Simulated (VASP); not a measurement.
# Ge (Pm-3m) in VASP: density of states with PBE

Aim: the density of states of Ge with PBE.

Everything below comes from runs of VASP 6.6.1. Logs are shortened: lines on timing, memory, paths and dates and some standing lists are left out, and cuts for length are marked.

**1. The cell of the first run**

The structure is cubic, space group Pm-3m (No. 221). The conventional cell has a = 2.710 Å, b = 2.710 Å, c = 2.710 Å, α = 90.00°, β = 90.00°, γ = 90.00°. Ge (site symmetry m-3m) has 6 Ge at 2.71 Å within 3.6 Å.

**2. Density of states, PBE**

Contents of POSCAR:

```
Ge
1.0
    2.7103250929      0.0000000000      0.0000000000
    0.0000000000      2.7103250929      0.0000000000
    0.0000000000      0.0000000000      2.7103250929
Ge
1
Direct
    0.0000000000      0.0000000000      0.0000000000
```

Contents of INCAR.step1:

```
SYSTEM = Ge
  PREC = Accurate
  ENCUT = 520
  EDIFF = 1E-6
  ISMEAR = -1
  SIGMA = 0.08
  LREAL = .False.
  LASPH = .True.
  NELM = 100
  ALGO = Normal
  ISIF = 2
  LWAVE = .False.
  LCHARG = .True.
  GGA = PE
  NBANDS = 13
```

Contents of KPOINTS.step1:

```
regular mesh
0
Gamma
  15 15 15
  0 0 0
```

Contents of INCAR.step2:

```
SYSTEM = Ge
  PREC = Accurate
  ENCUT = 520
  EDIFF = 1E-6
  ISMEAR = -5
  SIGMA = 0.08
  LREAL = .False.
  LASPH = .True.
  NELM = 100
  ALGO = Normal
  ISIF = 2
  LWAVE = .False.
  LCHARG = .False.
  GGA = PE
  LORBIT = 11
  NEDOS = 1001
  ICHARG = 11
```

Contents of KPOINTS.step2:

```
regular mesh
0
Gamma
  23 23 23
  0 0 0
```

Potentials or basis: VASP PAW PBE potentials, release 64 (Ge_d).

Run with:

```
$ cat potpaw_PBE.64/Ge_d/POTCAR > POTCAR
$ cp INCAR.step1 INCAR
$ cp KPOINTS.step1 KPOINTS
$ mpirun -np 1 vasp_std > vasp.out
$ cp INCAR.step2 INCAR
$ cp KPOINTS.step2 KPOINTS
$ mpirun -np 1 vasp_std > vasp.out
```

OUTCAR:

```text
SYSTEM = Ge
   PREC = Accurate
   ENCUT = 520
   EDIFF = 1E-6
   ISMEAR = -5
   LREAL = .False.
   LASPH = .True.
   NELM = 100
   ISIF = 2
   GGA = PE
   LORBIT = 11
   ICHARG = 11

 ion  position               nearest neighbor table
   1  0.000  0.000  0.000-

  LATTYP: Found a simple cubic cell.
 ALAT       =     2.7103250929

  Lattice vectors:

 A1 = (   2.7103250929,   0.0000000000,   0.0000000000)
 A2 = (   0.0000000000,   2.7103250929,   0.0000000000)
 A3 = (   0.0000000000,   0.0000000000,   2.7103250929)

Analysis of symmetry for initial positions (statically):
=====================================================================
 Subroutine PRICEL returns:
 Original cell was already a primitive cell.

 Routine SETGRP: Setting up the symmetry group for a
 simple cubic supercell.

 Subroutine GETGRP returns: Found 48 space group operations
 (whereof 48 operations were pure point group operations)
 out of a pool of 48 trial point group operations.

The static configuration has the point symmetry O_h .

Analysis of symmetry for dynamics (positions and initial velocities):
=====================================================================
 Subroutine PRICEL returns:
 Original cell was already a primitive cell.

 Routine SETGRP: Setting up the symmetry group for a
 simple cubic supercell.

 Subroutine GETGRP returns: Found 48 space group operations
 (whereof 48 operations were pure point group operations)
 out of a pool of 48 trial point group operations.

The dynamic configuration has the point symmetry O_h .

 Subroutine INISYM returns: Found 48 space group operations
 (whereof 48 operations are pure point group operations),
 and found     1 'primitive' translations

----------------------------------------------------------------------------------------

                                     Primitive cell

  volume of cell :      19.9097

  direct lattice vectors                    reciprocal lattice vectors
     2.710325093  0.000000000  0.000000000     0.368959429  0.000000000  0.000000000
     0.000000000  2.710325093  0.000000000     0.000000000  0.368959429  0.000000000
     0.000000000  0.000000000  2.710325093     0.000000000  0.000000000  0.368959429

  length of vectors
     2.710325093  2.710325093  2.710325093     0.368959429  0.368959429  0.368959429

  position of ions in fractional coordinates (direct lattice)
     0.000000000  0.000000000  0.000000000

  ion indices of the primitive-cell ions
   primitive index   ion index
                 1           1

----------------------------------------------------------------------------------------

 KPOINTS: regular mesh

Automatic generation of k-mesh.
 Grid dimensions read from file:
 generate k-points for:   23   23   23

 Generating k-lattice:

  Cartesian coordinates                     Fractional coordinates (reciprocal lattice)
     0.016041714  0.000000000  0.000000000     0.043478261  0.000000000  0.000000000
     0.000000000  0.016041714  0.000000000     0.000000000  0.043478261  0.000000000
     0.000000000  0.000000000  0.016041714     0.000000000  0.000000000  0.043478261

  Length of vectors
     0.016041714  0.016041714  0.016041714

  Shift w.r.t. Gamma in fractional coordinates (k-lattice)
     0.000000000  0.000000000  0.000000000

 TETIRR: Found   6051 inequivalent tetrahedra from    73002

 Subroutine IBZKPT returns following result:
 ===========================================

 Found    364 irreducible k-points:

 Following reciprocal coordinates:
            Coordinates               Weight
  0.000000  0.000000  0.000000      1.000000
  0.043478  0.000000  0.000000      6.000000
  0.086957  0.000000  0.000000      6.000000
  0.130435  0.000000  0.000000      6.000000
  0.173913  0.000000  0.000000      6.000000
  0.217391  0.000000  0.000000      6.000000
[... 16 lines left out ...]
  0.478261  0.043478  0.000000     24.000000
  0.086957  0.086957  0.000000     12.000000
 [... further k-points ...]
   k-points           NKPTS =    364   k-points in BZ     NKDIM =    364   number of bands    NBANDS=     11
   number of dos      NEDOS =   1001   number of ions     NIONS =      1
   total plane-waves  NPLWV =   8000
   dimension x,y,z NGX =    20 NGY =   20 NGZ =   20
   dimension x,y,z NGXF=    40 NGYF=   40 NGZF=   40
   ions per type =               1
   NGX,Y,Z   is equivalent  to a cutoff of  12.27, 12.27, 12.27 a.u.
   NGXF,Y,Z  is equivalent  to a cutoff of  24.54, 24.54, 24.54 a.u.
 SYSTEM =  Ge
   PREC   = accura    normal or accurate (medium, high low for compatibility)
   ISTART =      0    job   : 0-new  1-cont  2-samecut
   ICHARG =     11    charge: 1-file 2-atom 10-const
   ISPIN  =      1    spin polarized calculation?
   LNONCOLLINEAR =      F non collinear calculations
   LSORBIT =      F    spin-orbit coupling
   LASPH  =      T    aspherical Exc in radial PAW
   ENCUT  =  520.0 eV  38.22 Ry    6.18 a.u.   5.04  5.04  5.04*2*pi/ulx,y,z
   NELM   =    100;   NELMIN=  2; NELMDL=  0     # of ELM steps
   EDIFF  = 0.1E-05   stopping-criterion for ELM
   LREAL  =      F    real-space projection
   EDIFFG = 0.1E-04   stopping-criterion for IOM
   NSW    =      0    number of steps for IOM
   IBRION =     -1    ionic relax: 0-MD 1-quasi-New 2-CG
   NFREE  =      0    steps in history (QN), initial steepest desc. (CG)
   ISIF   =      2    stress and relaxation
   ISYM   =      2    0-nonsym 1-usesym 2-fastsym
   POTIM  = 0.5000    time-step for ionic-motion
   TEBEG  =    0.0;   TEEND  =   0.0 temperature during run
   PSTRESS=    0.0 pullay stress
   NELECT =      14.0000    total number of electrons
   NUPDOWN=      -1.0000    fix difference up-down
   EMIN   =  10.00;   EMAX   =-10.00  energy-range for DOS
   EFERMI =   0.00;   METHOD = LEGACY
   ISMEAR =    -5;   SIGMA  =   0.08  broadening in eV -4-tet -1-fermi 0-gaus
   EFERMI_NEDOS =   21; number of points for ismear=-14 and -15
   IALGO  =     38    algorithm
   IMIX   =      4    mixing-type and parameters
     AMIX     =   0.40;   BMIX     =  1.00
     AMIX_MAG =   1.60;   BMIX_MAG =  1.00
  volume/ion in A,a.u.               =      19.91       134.36
  Fermi-wavevector in a.u.,A,eV,Ry     =   1.455781  2.751028 28.834814  2.119299
  Thomas-Fermi vector in A             =   2.572776
   LORBIT       =     11    0 simple, 1 ext, 2 COOP (PROOUT), +10 PAW based schemes
   GGA     = PE    functional components
   LHFCALC =     F    Hartree Fock is set to
   AEXX    =    0.0000 exact exchange contribution
   IVDW    =     0    specifies the selected vdW correction
   LEPSILON=     F    determine dielectric tensor
   LRPA    =     F    only Hartree local field effects (RPA)
 non-spin polarized calculation
 Fermi weights with tetrahedron method with Bloechl corrections
  energy-cutoff  :      520.00
  volume of cell :       19.91
 maximum number of plane-waves:       552

 number of electron      13.9999969 magnetization

 Free energy of the ion-electron system (eV)
  ---------------------------------------------------
  ext. energy  EPLUGINS =         0.00000000
  ---------------------------------------------------
  free energy    TOTEN  =        -4.27219828 eV

  energy without entropy =       -4.27219828  energy(sigma->0) =       -4.27219828

 E-fermi :   5.9127     XC(G=0): -10.9130

 val. band max:        6.0482731618   @ k =   0.2609   0.2609   0.0870
 cond. band min:       5.8221013290   @ k =   0.3913   0.3913   0.2609
 fundamental gap:     -0.2261718328
 Fermi energy:         5.9126560613

 k-point     1 :       0.0000    0.0000    0.0000
  band No.  band energies     occupation
      1     -18.7580      2.00000
      2     -18.7580      2.00000
      3     -18.5140      2.00000
      4     -18.5140      2.00000
      5     -18.5140      2.00000
      6      -6.8163      2.00000
      7      12.5042      0.00000
      8      12.5042      0.00000
      9      12.5042      0.00000
     10      15.9395      0.00000
     11      15.9395      0.00000

 k-point     2 :       0.0435    0.0000    0.0000
  band No.  band energies     occupation
      1     -18.7578      2.00000
      2     -18.7545      2.00000
      3     -18.5152      2.00000
      4     -18.5152      2.00000
      5     -18.5139      2.00000
      6      -6.7793      2.00000
      7      11.8680      0.00000
      8      12.5398      0.00000
      9      12.5398      0.00000
     10      15.9725      0.00000
     11      16.4582      0.00000

 k-point     3 :       0.0870    0.0000    0.0000
  band No.  band energies     occupation
      1     -18.7571      2.00000
      2     -18.7441      2.00000
      3     -18.5186      2.00000
      4     -18.5186      2.00000
      5     -18.5136      2.00000
      6      -6.6686      2.00000
      7      10.5901      0.00000
      8      12.6459      0.00000
      9      12.6459      0.00000
     10      16.0712      0.00000
     11      17.2050      0.00000

 k-point     4 :       0.1304    0.0000    0.0000
  band No.  band energies     occupation
      1     -18.7559      2.00000
      2     -18.7277      2.00000
      3     -18.5241      2.00000
      4     -18.5241      2.00000
      5     -18.5131      2.00000
      6      -6.4845      2.00000
      7       9.1757      0.00000
      8      12.8203      0.00000
      9      12.8203      0.00000
     10      16.2352      0.00000
     11      17.6553      0.00000

 k-point     5 :       0.1739    0.0000    0.0000
  band No.  band energies     occupation
      1     -18.7545      2.00000
      2     -18.7064      2.00000
      3     -18.5312      2.00000
      4     -18.5312      2.00000
      5     -18.5126      2.00000
      6      -6.2276      2.00000
      7       7.7610      0.00000
      8      13.0594      0.00000
      9      13.0594      0.00000
     10      16.4633      0.00000
     11      17.9902      0.00000
[... 211 lines left out ...]
 k-point    21 :       0.3913    0.0435    0.0000
  band No.  band energies     occupation
      1     -18.7436      2.00000
      2     -18.5878      2.00000
      3     -18.5720      2.00000
      4     -18.5702      2.00000
      5     -18.5104      2.00000
      6      -3.9633      2.00000
      7       1.7660      2.00000
      8      14.2848      0.00000
      9      14.8883      0.00000
     10      18.7812      0.00000
     11      20.0806      0.00000

 k-point    22 :       0.4348    0.0435    0.0000
  band No.  band energies     occupation
      1     -18.7426      2.00000
      2     -18.5765      2.00000
      3     -18.5746      2.00000
      4     -18.5744      2.00000
      5     -18.5100      2.00000
      6      -3.4604      2.00000
      7       0.9511      2.00000
      8      14.6104      0.00000
      9      15.1910      0.00000
     10      19.2080      0.00000
     11      20.1993      0.00000

 k-point    23 :       0.4783    0.0435    0.0000
  band No.  band energies     occupation
      1     -18.7422      2.00000
      2     -18.5788      2.00000
      3     -18.5769      2.00000
      4     -18.5675      2.00000
      5     -18.5099      2.00000
      6      -3.1193      2.00000
      7       0.4535      2.00000
      8      14.8009      0.00000
      9      15.3647      0.00000
     10      19.4916      0.00000
     11      20.1600      0.00000

 k-point    24 :       0.0870    0.0870    0.0000
  band No.  band energies     occupation
      1     -18.7497      2.00000
      2     -18.7365      2.00000
      3     -18.5234      2.00000
      4     -18.5184      2.00000
      5     -18.5180      2.00000
      6      -6.5210      2.00000
      7      10.5275      0.00000
      8      10.9578      0.00000
      9      12.7875      0.00000
     10      16.7365      0.00000
     11      18.4694      0.00000

 [... further k-points ...]

------------------------ aborting loop because EDIFF is reached ----------------------------------------

  FORCE on cell =-STRESS in cart. coord.  units (eV):
  Direction    XX          YY          ZZ          XY          YZ          ZX
  --------------------------------------------------------------------------------------
  -------------------------------------------------------------------------------------
  Total        0.0050576      0.0050576      0.0050576      0.0000000      0.0000000     -0.0000000
  in kB        0.4069981      0.4069981      0.4069981      0.0000000      0.0000000     -0.0000000
  external PRESSURE =       0.4069981 kB  Pullay stress =       0.0000000 kB

 VOLUME and BASIS-vectors are now :
 -----------------------------------------------------------------------------
  energy-cutoff  :      520.00
  volume of cell :       19.91
      direct lattice vectors                 reciprocal lattice vectors
     2.710325093  0.000000000  0.000000000     0.368959429  0.000000000  0.000000000
     0.000000000  2.710325093  0.000000000     0.000000000  0.368959429  0.000000000
     0.000000000  0.000000000  2.710325093     0.000000000  0.000000000  0.368959429

 POSITION                                       TOTAL-FORCE (eV/Angst)
 -----------------------------------------------------------------------------------
      0.00000      0.00000      0.00000         0.000000      0.000000      0.000000
 -----------------------------------------------------------------------------------
    total drift:                               -0.000000      0.000000     -0.000000

  FREE ENERGIE OF THE ION-ELECTRON SYSTEM (eV)
  ---------------------------------------------------
  free  energy   TOTEN  =        -4.2721982801 eV

  energy  without entropy=       -4.2721982801  energy(sigma->0) =       -4.27219828

 total charge

# of ion       s       p       d       tot
------------------------------------------
    1        1.205   1.026  10.018  12.248
```

Wall time 19 s (1 thread of Intel Xeon 6975P-C (Granite Rapids), shared host); peak memory 0.19 GiB.

What came out:

```yaml
Valence_electrons_inside_the_program's_atomic_spheres: Ge 12.25
```

Levels at points of the mesh, in eV from the Fermi level:
| k point | band 5 | band 6 | band 7 | band 8 | band 9 | band 10 |
| --- | --- | --- | --- | --- | --- | --- |
| (0.00, 0.00, 0.00) | -24.43 | -12.73 | 6.59 | 6.59 | 6.59 | 10.03 |

Caveat: tetrahedron occupations give inexact forces and stress in metals.
